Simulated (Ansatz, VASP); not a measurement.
**Two plane-wave programs on KF**

File INCAR:

```
PREC     = Accurate       # precision mode
ENCUT    = 520            # plane-wave cutoff, eV
EDIFF    = 1E-6           # SCF threshold, eV
ISMEAR   = 0              # smearing method
SIGMA    = 0.05           # smearing width, eV
LREAL    = False          # projectors in reciprocal space
LASPH    = True           # aspherical terms in the spheres
NELM     = 60             # most SCF steps
ALGO     = Normal         # electronic algorithm
ISIF     = 2              # what is computed and relaxed
LWAVE    = False          # write WAVECAR
LCHARG   = False          # write CHGCAR
GGA      = PE             # functional
NBANDS   = 15             # bands
```

The input KPOINTS:

```
Automatic mesh
0
Gamma
  8 8 8
```

The input POSCAR:

```
KF
1.0
    0.0000000000      2.7105354767      2.5072453159
    2.5682323642      0.0000000000      2.5072453159
    2.5682323642      2.7105354767      0.0000000000
K F
1 1
Direct
    0.0000000000      0.0000000000      0.0000000000
    0.5000000000      0.5000000000      0.5000000000
```

Input for Ansatz:

```yaml
crystal:
  lattice:
    - [0.0, 2.7105354767, 2.5072453159]
    - [2.5682323642, 0.0, 2.5072453159]
    - [2.5682323642, 2.7105354767, 0.0]
  atoms:
    - { symbol: K, position: [0.0, 0.0, 0.0] }
    - { symbol: F, position: [0.5, 0.5, 0.5] }
basis:
  ecutwfc: 520.0
kpoints:
  mp_grid: { grid: [8, 8, 8] }
hamiltonian:
  xc: pbe
scf:
  occupations: { method: gaussian, width: 0.05 }
output:
  forces: true
  stress: true
  eigenvalues: true
```

Change from the starting cell: normal strain along x -0.0525, normal strain along z -0.0750.

Alike in both runs: task single point; functional PBE; k mesh 8 × 8 × 8; occupations gaussian, width 0.05 eV; no spin polarisation.

|  | VASP | Ansatz |
| --- | --- | --- |
| version | VASP 6.6.1 | Ansatz 0.2.0 |
| potentials or method | VASP PAW PBE potentials, release 64 (K_sv, F), cutoff 520 eV | scalar-relativistic, plane waves, PAW |
| valence electrons in the cell | 16 | 16 |

VASP gave:

```
gap on the k mesh at the Fermi level (eV)                     : 6.54
least direct gap on the mesh (eV)                             : 6.54
pressure (GPa)                                                : 6.0
traceless stress, the component that is largest in VASP (GPa) : -3.84
```

Estimate Ansatz's values.

gap on the k mesh at the Fermi level (eV): 6.56; least direct gap on the mesh (eV): 6.56; pressure (GPa): 5.8; traceless stress, the component that is largest in VASP (GPa): -3.70.

The functional is the same, so the differences come from potentials, cutoffs and numerics.
